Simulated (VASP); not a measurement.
Wanted: the native input for a VASP 6.6.1 run.

```
Task                   : relaxation of cell and atoms
Functional             : r2SCAN
Potentials or basis    : VASP PAW PBE potentials, release 64 (Ge_d)
Cutoff                 : 550 eV
k mesh                 : 14 × 14 × 14
Occupations            : gaussian, width 0.01 eV
Spin                   : no spin polarisation
Target pressure        : 10 GPa
Dipole correction      : no
Further INCAR settings : ALGO = Normal; EDIFF = 1e-07; IBRION = 2; EDIFFG = -0.002; NSW = 100; ISIF = 3
```

Crystal: Ge.

```
Ge
1.0
     0.00000    2.83783    2.83783
     2.83783    0.00000    2.83783
     2.83783    2.83783    0.00000
Ge
2
Cartesian
  2.8378 2.8378 2.8378
  4.2567 4.2567 4.2567
```

These files were run (other wordings do the same):

POSCAR

```
Ge
1.0
    0.0000000000      2.8378310318      2.8378310318
    2.8378310318      0.0000000000      2.8378310318
    2.8378310318      2.8378310318      0.0000000000
Ge
2
Direct
    0.5000000000      0.5000000000      0.5000000000
    0.7500000000      0.7500000000      0.7500000000
```

INCAR.step1

```
SYSTEM = Ge
ALGO = Normal
EDIFF = 1E-5
EDIFFG = -0.005
ENCUT = 550
GGA = PE
GGA_COMPAT = .FALSE.
IBRION = 2
ISIF = 3
ISMEAR = 0
LASPH = .TRUE.
LCHARG = .FALSE.
LREAL = .FALSE.
LWAVE = .TRUE.
NELM = 120
NELMIN = 4
NSW = 100
PREC = Accurate
SIGMA = 0.01
```

INCAR.step2

```
SYSTEM = Ge
ALGO = Normal
EDIFF = 1E-7
EDIFFG = -0.002
ENCUT = 550
GGA_COMPAT = .FALSE.
IBRION = 2
ISIF = 3
ISMEAR = 0
ISTART = 1
LASPH = .TRUE.
LCHARG = .FALSE.
LMIXTAU = .TRUE.
LREAL = .FALSE.
LWAVE = .FALSE.
METAGGA = R2SCAN
NELM = 120
NELMIN = 4
NSW = 100
PREC = Accurate
PSTRESS = 100.0
SIGMA = 0.01
```

KPOINTS

```
k-points
0
G
  14 14 14
  0 0 0
```

Potentials or basis: VASP PAW PBE potentials, release 64 (Ge_d).

Command:

```bash
$ cat potpaw_PBE.64/Ge_d/POTCAR > POTCAR
$ cp INCAR.step1 INCAR
$ mpirun -np 1 vasp_std > vasp.out
$ cp INCAR.step2 INCAR
$ mpirun -np 1 vasp_std > vasp.out
```

It gave:

The relaxed volume is 20.53 Å³/atom and the relaxed cell is a = 3.872 Å, b = 3.872 Å, c = 3.872 Å, α = 60.00°, β = 60.00°, γ = 60.00°. The space group after relaxing (to 0.1 Å) is Fd-3m (No. 227), the energy change on relaxing (the run minimises the enthalpy) is +66.2 meV/atom and the ionic steps are 7. The pressure after relaxing is 10.0 GPa and the band gap on the k mesh is 0.64 eV (least direct gap 1.38 eV).

Caveat: the cell is relaxed towards a set pressure, so the run minimises the enthalpy, not the energy; the PAW data sets were made with another functional, which shifts forces and pressure a little.

Wall time 10 min on 1 thread of Intel(R) Xeon(R) 6975P-C (Granite Rapids), on a shared host, peak memory 0.24 GiB.
